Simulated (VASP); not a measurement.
# AlCo2 (P6/mmm) in VASP: further runs

Runs on AlCo2. Level: PBE. Tasks: single point, relaxation of cell and atoms.

Everything below comes from runs of VASP 6.6.1. Logs are shortened: lines on timing, memory, paths and dates and some standing lists are left out, and cuts for length are marked.

## Step 1: The cell of the first run

The structure is hexagonal, space group P6/mmm (No. 191). The conventional cell has a = 3.947 Å, b = 3.947 Å, c = 2.594 Å, α = 90.00°, β = 90.00°, γ = 120.00°. Within 3.4 Å of Al (site symmetry 6/mmm) lie 2 Al at 2.59 Å and 12 Co at 2.62 Å. Co (site symmetry -6m2) has 5 Co at 2.28 to 2.59 Å and 6 Al at 2.62 Å within 3.0 Å.

## Step 2: Single point, PBE

INCAR

```
SYSTEM = AlCo2
  PREC = Accurate
  ENCUT = 520
  EDIFF = 1E-7
  ISMEAR = 0
  SIGMA = 0.1
  LREAL = .False.
  LASPH = .True.
  NELM = 80
  ALGO = Normal
  ISIF = 2
  LWAVE = .False.
  LCHARG = .False.
  GGA = PE
  NBANDS = 18
```

KPOINTS

```
regular mesh
0
Gamma
  6 6 6
  0 0 0
```

POSCAR

```
AlCo2
1.0
    3.9467349574      0.0000000000      0.0000000000
   -1.9733674787      3.4179727351      0.0000000000
    0.0000000000      0.0000000000      2.5941113856
Al Co
1 2
Direct
    0.0000000000      0.0000000000      0.0000000000
    0.3333333333      0.6666666667      0.5000000000
    0.6666666667      0.3333333333      0.5000000000
```

Potentials or basis: VASP PAW PBE potentials, release 64 (Al, Co).

Launch:

```bash
cat potpaw_PBE.64/Al/POTCAR potpaw_PBE.64/Co/POTCAR > POTCAR
mpirun -np 1 vasp_std > vasp.out
```

OUTCAR:

```text
SYSTEM = AlCo2
   PREC = Accurate
   ENCUT = 520
   EDIFF = 1E-7
   ISMEAR = 0
   LREAL = .False.
   LASPH = .True.
   NELM = 80
   ISIF = 2
   GGA = PE

 ion  position               nearest neighbor table
   1  0.000  0.000  0.000-   2 2.62   3 2.62   2 2.62   3 2.62   2 2.62   2 2.62   3 2.62   3 2.62
                             3 2.62   3 2.62   2 2.62   2 2.62
   2  0.333  0.667  0.500-   3 2.28   3 2.28   3 2.28   1 2.62   1 2.62   1 2.62   1 2.62   1 2.62
                             1 2.62
   3  0.667  0.333  0.500-   2 2.28   2 2.28   2 2.28   1 2.62   1 2.62   1 2.62   1 2.62   1 2.62
                             1 2.62

  LATTYP: Found a hexagonal cell.
 ALAT       =     3.9467349574
 C/A-ratio  =     0.6572803630

  Lattice vectors:

 A1 = (   3.9467349574,   0.0000000000,   0.0000000000)
 A2 = (  -1.9733674787,   3.4179727351,   0.0000000000)
 A3 = (   0.0000000000,   0.0000000000,   2.5941113856)

Analysis of symmetry for initial positions (statically):
=====================================================================
 Subroutine PRICEL returns:
 Original cell was already a primitive cell.

 Routine SETGRP: Setting up the symmetry group for a
 hexagonal supercell.

 Subroutine GETGRP returns: Found 24 space group operations
 (whereof 24 operations were pure point group operations)
 out of a pool of 24 trial point group operations.

The static configuration has the point symmetry D_6h.

Analysis of symmetry for dynamics (positions and initial velocities):
=====================================================================
 Subroutine PRICEL returns:
 Original cell was already a primitive cell.

 Routine SETGRP: Setting up the symmetry group for a
 hexagonal supercell.

 Subroutine GETGRP returns: Found 24 space group operations
 (whereof 24 operations were pure point group operations)
 out of a pool of 24 trial point group operations.

The dynamic configuration has the point symmetry D_6h.

 Subroutine INISYM returns: Found 24 space group operations
 (whereof 24 operations are pure point group operations),
 and found     1 'primitive' translations

----------------------------------------------------------------------------------------

                                     Primitive cell

  volume of cell :      34.9941

  direct lattice vectors                    reciprocal lattice vectors
     3.946734957  0.000000000  0.000000000     0.253373994  0.146285544  0.000000000
    -1.973367479  3.417972735  0.000000000     0.000000000  0.292571087  0.000000000
     0.000000000  0.000000000  2.594111386     0.000000000  0.000000000  0.385488459

  length of vectors
     3.946734957  3.946734957  2.594111386     0.292571087  0.292571087  0.385488459

  position of ions in fractional coordinates (direct lattice)
     0.000000000  0.000000000  0.000000000
     0.333333333  0.666666667  0.500000000
     0.666666667  0.333333333  0.500000000

  ion indices of the primitive-cell ions
   primitive index   ion index
                 1           1
                 2           2
                 3           3

----------------------------------------------------------------------------------------

 KPOINTS: regular mesh

Automatic generation of k-mesh.
 Grid dimensions read from file:
 generate k-points for:    6    6    6

 Generating k-lattice:

  Cartesian coordinates                     Fractional coordinates (reciprocal lattice)
     0.042228999  0.024380924  0.000000000     0.166666667  0.000000000  0.000000000
     0.000000000  0.048761848  0.000000000     0.000000000  0.166666667  0.000000000
     0.000000000  0.000000000  0.064248076     0.000000000  0.000000000  0.166666667

  Length of vectors
     0.048761848  0.048761848  0.064248076

  Shift w.r.t. Gamma in fractional coordinates (k-lattice)
     0.000000000  0.000000000  0.000000000

 Subroutine IBZKPT returns following result:
 ===========================================

 Found     28 irreducible k-points:

 Following reciprocal coordinates:
            Coordinates               Weight
  0.000000  0.000000  0.000000      1.000000
  0.166667  0.000000  0.000000      6.000000
  0.333333  0.000000  0.000000      6.000000
  0.500000  0.000000  0.000000      3.000000
  0.166667  0.166667  0.000000      6.000000
  0.333333  0.166667  0.000000     12.000000
[... 16 lines left out ...]
  0.166667  0.000000  0.500000      6.000000
  0.333333  0.000000  0.500000      6.000000
 [... further k-points ...]
   k-points           NKPTS =     28   k-points in BZ     NKDIM =     28   number of bands    NBANDS=     18
   number of dos      NEDOS =    301   number of ions     NIONS =      3
   total plane-waves  NPLWV =  18000
   dimension x,y,z NGX =    30 NGY =   30 NGZ =   20
   dimension x,y,z NGXF=    60 NGYF=   60 NGZF=   40
   ions per type =               1   2
   NGX,Y,Z   is equivalent  to a cutoff of  12.64, 12.64, 12.82 a.u.
   NGXF,Y,Z  is equivalent  to a cutoff of  25.27, 25.27, 25.63 a.u.
 SYSTEM =  AlCo2
   PREC   = accura    normal or accurate (medium, high low for compatibility)
   ISTART =      0    job   : 0-new  1-cont  2-samecut
   ICHARG =      2    charge: 1-file 2-atom 10-const
   ISPIN  =      1    spin polarized calculation?
   LNONCOLLINEAR =      F non collinear calculations
   LSORBIT =      F    spin-orbit coupling
   LASPH  =      T    aspherical Exc in radial PAW
   ENCUT  =  520.0 eV  38.22 Ry    6.18 a.u.   7.34  7.34  4.82*2*pi/ulx,y,z
   NELM   =     80;   NELMIN=  2; NELMDL= -5     # of ELM steps
   EDIFF  = 0.1E-06   stopping-criterion for ELM
   LREAL  =      F    real-space projection
   EDIFFG = 0.1E-05   stopping-criterion for IOM
   NSW    =      0    number of steps for IOM
   IBRION =     -1    ionic relax: 0-MD 1-quasi-New 2-CG
   NFREE  =      0    steps in history (QN), initial steepest desc. (CG)
   ISIF   =      2    stress and relaxation
   ISYM   =      2    0-nonsym 1-usesym 2-fastsym
   POTIM  = 0.5000    time-step for ionic-motion
   TEBEG  =    0.0;   TEEND  =   0.0 temperature during run
   PSTRESS=    0.0 pullay stress
   NELECT =      21.0000    total number of electrons
   NUPDOWN=      -1.0000    fix difference up-down
   EMIN   =  10.00;   EMAX   =-10.00  energy-range for DOS
   EFERMI =   0.00;   METHOD = LEGACY
   ISMEAR =     0;   SIGMA  =   0.10  broadening in eV -4-tet -1-fermi 0-gaus
   EFERMI_NEDOS =   21; number of points for ismear=-14 and -15
   IALGO  =     38    algorithm
   IMIX   =      4    mixing-type and parameters
     AMIX     =   0.40;   BMIX     =  1.00
     AMIX_MAG =   1.60;   BMIX_MAG =  1.00
  volume/ion in A,a.u.               =      11.66        78.72
  Fermi-wavevector in a.u.,A,eV,Ry     =   1.380860  2.609446 25.943226  1.906773
  Thomas-Fermi vector in A             =   2.505698
   LORBIT       =      0    0 simple, 1 ext, 2 COOP (PROOUT), +10 PAW based schemes
   GGA     = PE    functional components
   LHFCALC =     F    Hartree Fock is set to
   AEXX    =    0.0000 exact exchange contribution
   IVDW    =     0    specifies the selected vdW correction
   LEPSILON=     F    determine dielectric tensor
   LRPA    =     F    only Hartree local field effects (RPA)
 non-spin polarized calculation
 Gauss-broadening in eV      SIGMA  =   0.10
  energy-cutoff  :      520.00
  volume of cell :       34.99
 maximum number of plane-waves:       964
 NGX is ok and might be reduce to    30
   NGX = 15   NGY = 15   NGZ =  9

 number of electron      21.0000017 magnetization

 Free energy of the ion-electron system (eV)
  ---------------------------------------------------
  ext. energy  EPLUGINS =         0.00000000
  ---------------------------------------------------
  free energy    TOTEN  =       -18.20660429 eV

  energy without entropy =      -18.16703924  energy(sigma->0) =      -18.18682177

 E-fermi :  10.0439     XC(G=0): -12.4625

 val. band max:       10.0410228771   @ k =   0.5000   0.0000   0.1667
 cond. band min:      10.0464872891   @ k =   0.3333   0.1667   0.1667
 fundamental gap:      0.0054644120
 Fermi energy:        10.0438568208

 k-point     1 :       0.0000    0.0000    0.0000
  band No.  band energies     occupation
      1      -0.2427      2.00000
      2       6.6774      2.00000
      3       6.6774      2.00000
      4       6.9899      2.00000
      5       7.9271      2.00000
      6       7.9271      2.00000
[... 10 lines left out ...]
     17      19.2528      0.00000
     18      20.7414      0.00000

 k-point     2 :       0.1667    0.0000    0.0000
  band No.  band energies     occupation
      1       0.1188      2.00000
      2       6.0522      2.00000
      3       6.8108      2.00000
      4       7.1489      2.00000
      5       7.6775      2.00000
      6       7.9704      2.00000
[... 10 lines left out ...]
     17      20.8972      0.00000
     18      21.2079      0.00000

 k-point     3 :       0.3333    0.0000    0.0000
  band No.  band energies     occupation
      1       1.1400      2.00000
      2       4.7578      2.00000
      3       6.8169      2.00000
      4       7.0558      2.00000
      5       7.4313      2.00000
      6       8.1191      2.00000
[... 10 lines left out ...]
     17      22.4708      0.00000
     18      24.4093      0.00000

 k-point     4 :       0.5000    0.0000    0.0000
  band No.  band energies     occupation
      1       2.2232      2.00000
      2       3.5270      2.00000
      3       6.3764      2.00000
      4       7.1457      2.00000
      5       7.6613      2.00000
      6       7.9437      2.00000
[... 375 lines left out ...]
      4       7.0862      2.00000
      5       7.9235      2.00000
      6       7.9235      2.00000
[... 10 lines left out ...]
     17      18.9704      0.00000
     18      19.6077      0.00000

 k-point    23 :       0.1667    0.0000    0.5000
  band No.  band energies     occupation
      1       4.5072      2.00000
      2       5.5183      2.00000
      3       6.8566      2.00000
      4       6.9566      2.00000
      5       7.4496      2.00000
      6       7.7676      2.00000
[... 10 lines left out ...]
     17      17.8371      0.00000
     18      19.3597      0.00000

 k-point    24 :       0.3333    0.0000    0.5000
  band No.  band energies     occupation
      1       5.4115      2.00000
      2       5.4713      2.00000
      3       6.5174      2.00000
      4       6.9668      2.00000
      5       6.9712      2.00000
      6       7.6139      2.00000
[... 10 lines left out ...]
     17      17.4803      0.00000
     18      19.5901      0.00000

 [... further k-points ...]

------------------------ aborting loop because EDIFF is reached ----------------------------------------

  FORCE on cell =-STRESS in cart. coord.  units (eV):
  Direction    XX          YY          ZZ          XY          YZ          ZX
  --------------------------------------------------------------------------------------
  -------------------------------------------------------------------------------------
  Total       -0.0932724     -0.0932724     -0.0313670      0.0000000      0.0000000      0.0000000
  in kB       -4.2703990     -4.2703990     -1.4361131      0.0000000      0.0000000      0.0000000
  external PRESSURE =      -3.3256371 kB  Pullay stress =       0.0000000 kB

 VOLUME and BASIS-vectors are now :
 -----------------------------------------------------------------------------
  energy-cutoff  :      520.00
  volume of cell :       34.99
      direct lattice vectors                 reciprocal lattice vectors
     3.946734957  0.000000000  0.000000000     0.253373994  0.146285544  0.000000000
    -1.973367479  3.417972735  0.000000000     0.000000000  0.292571087  0.000000000
     0.000000000  0.000000000  2.594111386     0.000000000  0.000000000  0.385488459

 POSITION                                       TOTAL-FORCE (eV/Angst)
 -----------------------------------------------------------------------------------
      0.00000      0.00000      0.00000        -0.000000      0.000000      0.000000
     -0.00000      2.27865      1.29706         0.000000      0.000000     -0.000000
      1.97337      1.13932      1.29706        -0.000000      0.000000      0.000000
 -----------------------------------------------------------------------------------
    total drift:                               -0.000000      0.000000      0.000000

  FREE ENERGIE OF THE ION-ELECTRON SYSTEM (eV)
  ---------------------------------------------------
  free  energy   TOTEN  =       -18.2066042935 eV

  energy  without entropy=      -18.1670392439  energy(sigma->0) =      -18.18682177
```

Wall time 29 s (1 thread of Intel Xeon 8259CL, shared host); peak memory 0.15 GiB.

What came out:

```yaml
Free_energy: -18.2066 eV
Pressure: -0.3 GPa
```

Stress tensor (GPa, compression positive):
```
-0.43  0.00  0.00
 0.00 -0.43  0.00
 0.00  0.00 -0.14
```

Caveat: the k points lie up to 0.40 Å⁻¹ apart.

## Step 3: Relaxation of cell and atoms, PBE

This run uses another cell than the first one, of 11.57 Å³/atom, 0.992 times its volume.

INCAR

```
SYSTEM = AlCo2
PREC = Accurate ; ENCUT = 600
EDIFF = 1E-7 ; ISMEAR = 0
SIGMA = 0.1 ; LREAL = .False.
LASPH = .True. ; NELM = 80
ALGO = Normal ; ISIF = 3
LWAVE = .False. ; LCHARG = .False.
GGA = PE ; IBRION = 2
NSW = 90 ; EDIFFG = -0.04
```

KPOINTS

```
Automatic mesh
0
Gamma
  6 6 6
  0 0 0
```

POSCAR

```
AlCo2
1.0
    3.9470089128      0.0000000000      0.0000000000
   -1.9735044564      3.4182099874      0.0000000000
    0.0000000000      0.0000000000      2.5732450590
Al Co
1 2
Direct
    0.0000000000      0.0000000000      0.0000000000
    0.3333333333      0.6666666667      0.5000000000
    0.6666666667      0.3333333333      0.5000000000
```

Potentials or basis: VASP PAW PBE potentials, release 64 (Al, Co).

Launch:

```bash
cat potpaw_PBE.64/Al/POTCAR potpaw_PBE.64/Co/POTCAR > POTCAR
mpirun -np 1 vasp_std > vasp.out
```

Run time: 75 s. Hardware: 1 thread of Intel Xeon 8259CL, shared host; peak memory 0.17 GiB.

Results (log left out):

```yaml
Free_energy: -18.2062 eV
Relaxed_volume: 11.63 Å³/atom
Relaxed_cell: a = 3.941 Å, b = 3.941 Å, c = 2.595 Å, α = 90.00°, β = 90.00°, γ = 120.00°
Space_group_after_relaxing_to_0.05_Å: P6/mmm (No. 191)
Energy_gained_by_relaxing: 0.7 meV/atom
Ionic_steps: 4
Pressure_after_relaxing: 0.2 GPa
```

Stress tensor (GPa, compression positive):
```
0.33 0.00 0.00
0.00 0.33 0.00
0.00 0.00 0.00
```

The path:
| step | energy change (eV) | largest force (eV/Å) | pressure (GPa) | volume (Å³) |
| --- | --- | --- | --- | --- |
| 1 | 0.0000 | 0.0000 | 0.95 | 34.72 |
| 2 | -0.0017 | 0.0000 | -0.74 | 35.06 |
| 3 | -0.0019 | 0.0000 | -0.39 | 34.99 |
| 4 | -0.0020 | 0.0000 | 0.22 | 34.89 |

Final structure:
```
Al Co
1.0
     3.94057    0.00000    0.00000
    -1.97028    3.41263    0.00000
     0.00000    0.00000    2.59459
Al Co
1 2
Direct
  0.00000 0.00000 0.00000
  0.33333 0.66667 0.50000
  0.66667 0.33333 0.50000
```

Levels at points of the mesh, in eV from the Fermi level:
```
           k point  band 7  band 8  band 9  band 10  band 11  band 12  band 13  band 14
(0.00, 0.00, 0.00)   -1.76   -1.04   -1.04    -0.04    -0.04     3.68     3.68     4.16
(0.50, 0.00, 0.00)   -1.28   -1.24   -1.00    -0.45    -0.27     0.15     0.19     4.38
(0.00, 0.00, 0.50)   -1.65   -1.65   -1.38    -1.38     0.80     0.96     7.41     7.41
(0.50, 0.00, 0.50)   -2.10   -0.63   -0.18     0.37     1.10     1.16     2.66     2.77
```

Caveat: the k points lie up to 0.40 Å⁻¹ apart in the final cell. Spin polarisation is off, so any magnetic state and its effect on volume and gap are missing.

(Part 1 of 2 ends here.)
